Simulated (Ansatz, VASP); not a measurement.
## Co: VASP beside Ansatz

```
CELL_PARAMETERS angstrom
2.39662 0.00000 0.00000
0.00000 2.39662 0.00000
0.00000 0.00000 2.39662
ATOMIC_POSITIONS crystal
Co 0.00000 0.00000 0.00000
```

Alike in both runs: task single point; functional RPBE; k mesh 15 × 15 × 15; occupations fermi-dirac, width 0.05 eV; collinear spin.

```csv
,VASP,Ansatz
version,VASP 6.6.1,Ansatz 0.2.0
potentials or method,"VASP PAW PBE potentials, release 64 (Co), cutoff 520 eV","plane waves (420 eV) with PAW, scalar-relativistic"
valence electrons in the cell,9,17
```

|  | VASP | Ansatz | Ansatz less VASP |
| --- | --- | --- | --- |
| pressure (GPa) | -5.3 | -4.7 | +0.57 |
| net moment per atom (μB) | 1.91 | 1.95 | +0.032 |
| size of the moment on the site where the two differ most (μB) | 1.93 | 1.98 | +0.043 |

VASP's potentials were made for PBE, not for RPBE. Site moments also hang on the region over which each program counts them. VASP's potentials hold 9 valence electrons a cell and Ansatz's 17, so a difference there can come from the potentials and not from the codes.
